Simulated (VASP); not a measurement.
The system is Ge.

```
Ge
1.0
     3.87079    0.00000    0.00000
    -1.93539    3.35220    0.00000
     0.00000    0.00000    4.51228
Ge
2
Direct
  0.66667 0.33333 0.14098
  0.33333 0.66667 0.85902
```

- Program: VASP 6.6.1
- Task: relaxation of cell and atoms
- Functional: PBE
- Dispersion: D3(BJ)
- Potentials or basis: VASP PAW PBE potentials, release 64 (Ge_d)
- Cutoff: 600 eV
- k mesh: 6 × 6 × 4
- Occupations: gaussian, width 0.1 eV
- Spin: no spin polarisation

At the start: pressure -4.6 GPa; volume 29.27 Å³/atom.

Question: How do energy, volume and symmetry change on relaxing?

Answer: Over 16 steps the energy falls by 368.6 meV/atom and the volume is 21.47 Å³/atom (-26.7 %); space group P-3m1 (No. 164, to 0.1 Å) before and after.

The path:
```tsv
step	energy change (eV)	largest force (eV/Å)	pressure (GPa)	volume (Å³)
1	0.0000	0.5222	-4.57	58.55
2	-0.1229	0.2768	0.91	51.75
3	-0.1236	0.2271	0.38	52.19
4	-0.1786	0.0548	0.09	51.41
5	-0.4841	0.0549	-0.15	48.73
6	-0.5046	0.0425	4.87	41.77
7	-0.6762	0.0268	1.57	46.46
8	-0.7071	0.2398	0.45	44.03
9	-0.7168	0.2563	0.25	44.77
10	-0.7253	0.0607	-0.72	45.25
11	-0.7254	0.0449	-0.84	45.29
12	-0.7322	0.0289	-0.76	44.20
13	-0.7334	0.0131	-0.47	43.58
14	-0.7361	0.0034	0.29	42.72
15	-0.7361	0.0044	0.24	42.73
16	-0.7371	0.0122	0.01	42.94
```

Final structure:
```xyz
2
Lattice="3.9614 0.0000 0.0000 -1.9807 3.4307 0.0000 0.0000 0.0000 3.1595" Properties=species:S:1:pos:R:3 pbc="T T T"
Ge    1.9807    1.1436    0.5337
Ge    0.0000    2.2871    2.6258
```

Caveat: the volume moved by over 15 % at a fixed basis, so the end points are rough.
